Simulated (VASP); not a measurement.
**GaP: single point with PBEsol**

The system is GaP.

```
Ga P
1.0
     2.65621    2.65621    0.00000
    -2.65621    2.65621    0.00000
     0.00000    2.65621    2.65621
Ga P
1 1
Direct
  0.00000 0.00000 0.00000
  0.75000 0.25000 0.50000
```

```yaml
Program: VASP 6.6.1
Task: single point
Functional: PBEsol
Potentials_or_basis: VASP PAW PBE potentials, release 64 (Ga_d, P)
Cutoff: 520 eV
k_mesh: 8 × 8 × 8
Occupations: gaussian, width 0.01 eV
Spin: no spin polarisation
Dipole_correction: no
Further_INCAR_settings: ALGO = Normal; EDIFF = 1e-07; NBANDS = 16
```

- Pressure: 6.8 GPa
- Band gap on the k mesh: 1.35 eV (least direct gap 2.39 eV)

Levels at points of the mesh, in eV from the valence-band top:
```tsv
k point	band 7	band 8	band 9	band 10	band 11	band 12
(0.00, 0.00, 0.00)	0.00	0.00	0.00	2.39	3.80	3.80
(0.50, 0.00, 0.00)	-7.16	-1.25	-1.25	1.82	4.62	4.62
(0.50, 0.50, 0.00)	-7.19	-3.00	-3.00	1.35	1.62	11.13
```

Wall time 13 s on 1 thread of Intel(R) Xeon(R) Platinum 8488C (Sapphire Rapids), with other jobs on the host, peak memory 0.16 GiB.

Caveat: the cell stands under pressure; the PAW data sets were made with another functional, which shifts forces and pressure a little. A k mesh can miss the band edges.
